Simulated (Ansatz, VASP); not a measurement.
One calculation of CaGaC4N4, two programs

```
Ca Ga C N
1.0
     7.44018    0.00000    0.00000
     0.00000    7.44018    0.00000
     0.00000    0.00000    4.10167
Ca Ga C N
1 1 4 4
Direct
  0.00000 0.00000 0.00000
  0.50000 0.50000 0.00000
  0.20015 0.79985 0.00000
  0.79985 0.20015 0.00000
  0.20015 0.20015 0.00000
  0.79985 0.79985 0.00000
  0.31135 0.68865 0.00000
  0.68865 0.31135 0.00000
  0.31135 0.31135 0.00000
  0.68865 0.68865 0.00000
```

Alike in both runs: task single point; functional PBE; k mesh 4 × 4 × 4; occupations gaussian, width 0.1 eV; no spin polarisation.

|  | VASP | Ansatz |
| --- | --- | --- |
| version | VASP 6.6.1 | Ansatz 0.2.0 |
| potentials or method | VASP PAW PBE potentials, release 64 (Ca_sv, Ga_d, C, N), cutoff 520 eV | scalar-relativistic, plane waves, PAW |
| valence electrons in the cell | 59 | 59 |

VASP gave:

- gap on the k mesh at the Fermi level (eV): none
- pressure (GPa): 8.8
- traceless stress, the component that is largest in VASP (GPa): -9.50
- rms of the force components (eV/Å): 1.406

Estimate Ansatz's values.

gap on the k mesh at the Fermi level (eV): none; pressure (GPa): 8.4; traceless stress, the component that is largest in VASP (GPa): -9.01; rms of the force components (eV/Å): 1.479.

Atom by atom the forces differ by 0.181 eV/Å (rms over components). A gap of «none» marks a metal or a gap that the smearing closes. With one functional, cell and mesh, what is left measures potentials, basis and numerics.

The k mesh is coarse, so the values compare programs but aren't converged. Noted on VASP's run: the standard files for N, O and F lose accuracy on very short bonds.
